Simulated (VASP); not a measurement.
Wanted: the native input for a VASP 6.6.1 run.

- Task: single point
- Functional: PBEsol
- Potentials or basis: VASP PAW PBE potentials, release 64 (Mg, Si, O, H)
- Cutoff: 520 eV
- k mesh: 3 × 3 × 1
- Occupations: gaussian, width 0.1 eV
- Spin: no spin polarisation
- Dipole correction: no
- Further INCAR settings: ALGO = Normal; EDIFF = 1e-07; NBANDS = 32

The structure of Mg8Si4HO lies in POSCAR:

```
Mg8Si4HO
1.0
    6.3910000000      0.0000000000      0.0000000000
    0.0000000000      6.3910000000      0.0000000000
    0.0000000000      0.0000000000     15.7932500000
Mg Si O H
8 4 1 1
Direct
    0.1899788765      0.8162531685      0.3443502129
    0.3552004381      0.3556915976      0.3357355199
    0.2452644344      0.2454119856      0.1511019581
    0.2508893757      0.7493013613      0.1502058791
    0.7530625880      0.7531678923      0.1536697007
    0.7493181036      0.2509253638      0.1502743261
    0.8154008762      0.1908441558      0.3446352714
    0.7071492724      0.7076189955      0.3537570798
    0.0000000000      0.0000000000      0.0633181897
    0.0027801596      0.4976412142      0.2644115682
    0.4974146456      0.0031826005      0.2643993478
    0.5000000000      0.5000000000      0.0633181897
   -0.0665562510      0.9341054608      0.4046996660
   -0.0587570020      0.9409640119      0.4662156934
```

The input as run:

INCAR

```
PREC     = Accurate       # precision mode
ENCUT    = 520            # plane-wave cutoff, eV
EDIFF    = 1E-7           # SCF threshold, eV
ISMEAR   = 0              # smearing method
SIGMA    = 0.1            # smearing width, eV
LREAL    = F              # projectors in reciprocal space
LASPH    = T              # aspherical terms in the spheres
NELM     = 100            # most SCF steps
ALGO     = Normal         # electronic algorithm
ISIF     = 2              # what is computed and relaxed
LWAVE    = F              # write WAVECAR
LCHARG   = T              # write CHGCAR
GGA      = PS             # functional
LELF     = T              # ELF
LVHAR    = T            
NBANDS   = 32             # bands
```

KPOINTS

```
regular mesh
0
Gamma
  3 3 1
```

Potentials or basis: VASP PAW PBE potentials, release 64 (Mg, Si, O, H).

Command:

```bash
$ cat potpaw_PBE.64/Mg/POTCAR potpaw_PBE.64/Si/POTCAR potpaw_PBE.64/O/POTCAR potpaw_PBE.64/H/POTCAR > POTCAR
$ mpirun -np 1 vasp_std > vasp.out
```

Results of the run:

| Item | Value |
| --- | --- |
| Largest force | 0.264 eV/Å |

Caveat: the PAW data sets were made with another functional, which shifts forces and pressure a little; an odd number of electrons without spin polarisation forces a metal; a magnetic or distorted state may lie lower.

Run time: 2.1 min on 1 thread of Intel(R) Xeon(R) 6975P-C (Granite Rapids) (shared host), peak memory 0.62 GiB.
